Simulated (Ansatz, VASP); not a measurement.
FePt: VASP beside Ansatz

```
CELL_PARAMETERS angstrom
2.72165 0.00000 0.00000
0.00000 2.72165 0.00000
0.00000 0.00000 3.70000
ATOMIC_POSITIONS crystal
Fe 0.50000 0.50000 0.50000
Pt 0.00000 0.00000 0.00000
```

Alike in both runs: task single point; functional PBE; k mesh 12 × 12 × 10; occupations gaussian, width 0.05 eV; collinear spin.

|  | VASP | Ansatz |
| --- | --- | --- |
| version | VASP 6.6.1 | Ansatz 0.2.0 |
| potentials or method | VASP PAW PBE potentials, release 64 (Fe, Pt), cutoff 520 eV | scalar-relativistic, plane waves, PAW |
| valence electrons in the cell | 18 | 34 |

|  | VASP | Ansatz | Ansatz less VASP |
| --- | --- | --- | --- |
| gap on the k mesh at the Fermi level (eV) | none | none | - |
| pressure (GPa) | 4.5 | 5.0 | +0.50 |
| traceless stress, the component that is largest in VASP (GPa) | 1.12 | 1.04 | -0.076 |
| net moment per atom (μB) | 1.64 | 1.65 | +0.003 |
| size of the moment on the site where the two differ most (μB) | 0.34 | 0.40 | +0.059 |

Site moments also hang on the region over which each program counts them. A gap of «none» marks a metal or a gap that the smearing closes. VASP's potentials hold 18 valence electrons a cell and Ansatz's 34, so a difference there can come from the potentials and not from the codes.

Spin-orbit coupling is off throughout.
